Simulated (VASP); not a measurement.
**Al: single point with PBE**

Al:

```
CELL_PARAMETERS angstrom
0.00000 2.02481 2.02481
2.02481 0.00000 2.02481
2.02481 2.02481 0.00000
ATOMIC_POSITIONS crystal
Al 0.00000 0.00000 0.00000
```

| Quantity | Value |
| --- | --- |
| Program | VASP 6.6.1 |
| Task | single point |
| Functional | PBE |
| Potentials or basis | VASP PAW PBE potentials, release 64 (Al) |
| Cutoff | 520 eV |
| k mesh | 5 × 5 × 5 |
| Occupations | fermi-dirac, width 0.15 eV |
| Spin | no spin polarisation |
| Dipole correction | no |
| Further INCAR settings | ALGO = Normal; EDIFF = 1e-06; NBANDS = 8 |

* Pressure: 0.9 GPa

Levels at points of the mesh, in eV from the Fermi level:
```csv
k point,band 1,band 2,band 3,band 4,band 5
"(0.00, 0.00, 0.00)",-11.41,12.27,12.27,12.27,13.71
```

Run time: 1.4 s on 1 thread of Intel(R) Xeon(R) Platinum 8488C (Sapphire Rapids) (shared host), peak memory 0.12 GiB.

Caveat: the k points lie up to 0.54 Å⁻¹ apart.
